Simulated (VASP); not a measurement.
Runs of VASP 6.6.1 on Hg. The structure is that of space group R-3m (No. 166), or close to it. The cells are those of the table. 

| task | cell | k mesh | cutoff (eV) | gap on the mesh (eV) | pressure (GPa) |
| --- | --- | --- | --- | --- | --- |
| single point | a = 5.064 Å, angles 64.8°, 1 atom | 12 × 12 × 12 | 520 | 4.12 | 0.0 |
| single point | a = 5.196 Å, angles 64.8°, 1 atom | 12 × 12 × 12 | 520 | 4.21 | 0.0 |
| single point | a = 5.064 Å, angles 64.8°, 1 atom | 11 × 11 × 11 | 520 | 4.16 | 0.0 |
| relaxation of cell and atoms | relaxed from a = 2.992 Å, angles 70.6°, 1 atom | 11 × 11 × 11 | 600 | (a) | 0.0 |

Alike in all rows: level RPBE; potentials or basis VASP PAW PBE potentials, release 64 (Hg); no spin polarisation; smearing fermi-dirac 0.1 eV.

Task: Fill in the values left out.

Result: (a) 3.79.

Caveats: the PAW data sets were made with another functional, which shifts forces and pressure a little; spin-orbit coupling is left out, which moves the levels of the heavy elements; an odd mesh through Γ misses points on the zone boundary, where band edges can lie (at least some runs).

A k mesh can miss the band edges, and the runs leave out spin-orbit coupling on Hg.
